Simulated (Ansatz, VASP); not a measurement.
One calculation of Rh, two programs

Contents of INCAR:

```
SYSTEM = Rh
PREC = Accurate ; ENCUT = 500
EDIFF = 1E-6 ; ISMEAR = -1
SIGMA = 0.1 ; LREAL = .False.
LASPH = .True. ; NELM = 120
ALGO = Normal ; ISIF = 2
LWAVE = .False. ; LCHARG = .False.
GGA = PS ; IVDW = 12
NBANDS = 14 ; GGA_COMPAT = .False.
```

KPOINTS

```
Automatic mesh
0
Gamma
  8 8 8
  0 0 0
```

Contents of POSCAR:

```
Rh
1.0
    0.0000000000      1.8760100478      1.8760100478
    1.8760100478      0.0000000000      1.8760100478
    1.8760100478      1.8760100478      0.0000000000
Rh
1
Direct
    0.0000000000      0.0000000000      0.0000000000
```

Input for Ansatz:

```yaml
crystal:
  lattice:
    - [3.419151317244808e-35, 1.8760100478378756, 1.8760100478378756]
    - [1.8760100478378756, 5.9322549089468756e-18, 1.8760100478378756]
    - [1.8760100478378756, 1.8760100478378756, -8.474649869924104e-19]
  atoms:
    - { symbol: Rh, position: [1.0051309399798145e-34, -3.092710584553275e-35, -6.185421169106551e-35] }
basis:
  ecutwfc: 489.804952427784
  ecutrho_ratio: 8
kpoints:
  mp_grid:
    grid: [8, 8, 8]
hamiltonian:
  xc: pbesol
  dispersion: d3bj
scf:
  max_iter: 100
  convergence:
    dr2_threshold: 1.0e-09
  mixing:
    algorithm: anderson
    beta: 0.7
  occupations:
    method: fermi_dirac
  eigensolver:
    kind: davidson
    full_accuracy: true
output:
  forces: true
  stress: true
```

Alike in both runs: task single point; functional PBEsol; dispersion D3(BJ); k mesh 8 × 8 × 8; no spin polarisation.

```csv
,VASP,Ansatz
version,VASP 6.6.1,Ansatz 0.2.0
potentials or method,"VASP PAW PBE potentials, release 64 (Rh_pv), cutoff 500 eV","plane waves, PAW"
occupations,"fermi-dirac, width 0.1 eV",fermi-dirac
valence electrons in the cell,15,17
```

```csv
,VASP,Ansatz,Ansatz less VASP
pressure (GPa),0.6,0.6,-0.03
```

VASP's potentials were made for PBE, not for PBEsol. VASP's potentials hold 15 valence electrons a cell and Ansatz's 17, so a difference there can come from the potentials and not from the codes. Ansatz's warnings: stress scf threshold loose.

The k mesh is coarse, so the values compare programs but aren't converged.
